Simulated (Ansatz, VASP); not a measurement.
Zr in VASP and in Ansatz

Contents of INCAR:

```
SYSTEM = Zr
PREC = Accurate
ENCUT = 520
EDIFF = 1E-8
ISMEAR = -1
SIGMA = 0.08
LREAL = .False.
LASPH = .True.
NELM = 60
ALGO = Normal
ISIF = 2
LWAVE = .False.
LCHARG = .False.
GGA = PS
LEFG = .True.
NBANDS = 12
```

The input KPOINTS:

```
Automatic mesh
0
Gamma
  14 14 14
  0 0 0
```

POSCAR

```
Zr
1.0
   -1.8281000000      1.8100000000      1.8100000000
    1.8100000000     -1.8281000000      1.8100000000
    1.8100000000      1.8100000000     -1.8281000000
Zr
1
Direct
    0.0000000000      0.0000000000      0.0000000000
```

Input for Ansatz:

```yaml
crystal:
  lattice:
    - [-1.8281, 1.81, 1.81]
    - [1.81, -1.8281, 1.81]
    - [1.81, 1.81, -1.8281]
  atoms:
    - { symbol: Zr, position: [0.0, 0.0, 0.0] }
kpoints:
  mp_grid: { grid: [14, 14, 14] }
scf:
  occupations: { method: fermi_dirac, width: 0.08 }
hamiltonian:
  xc: pbesol
  pseudopotentials: { kind: paw }
output:
  forces: true
  stress: true
  eigenvalues: true
  efg: { contact_densities: true }
```

Change from the starting cell: equal xy, yz and zx shear strains of -1 %, PAW files.

Alike in both runs: task electric field gradients; functional PBEsol; k mesh 14 × 14 × 14; occupations fermi-dirac, width 0.08 eV; no spin polarisation.

|  | VASP | Ansatz |
| --- | --- | --- |
| version | VASP 6.6.1 | Ansatz 0.2.0 |
| potentials or method | VASP PAW PBE potentials, release 64 (Zr_sv) | PAW with Ansatz's default frozen-core files, scalar-relativistic |
| plane-wave cutoff (eV) | 520 | 420 |
| valence electrons in the cell | 12 | 12 |

Ansatz gave:

* pressure (GPa): -6.7
* traceless stress, the component that is largest in VASP (GPa): 0.26
* size of Vzz on the site where it differs most (V/Å²): 11.2

Question: What did VASP give for the same quantities?

Answer: Pressure (GPa): -6.6; traceless stress, the component that is largest in VASP (GPa): 0.26; size of Vzz on the site where it differs most (V/Å²): 11.8.

VASP's potentials were made for PBE, not for PBEsol.
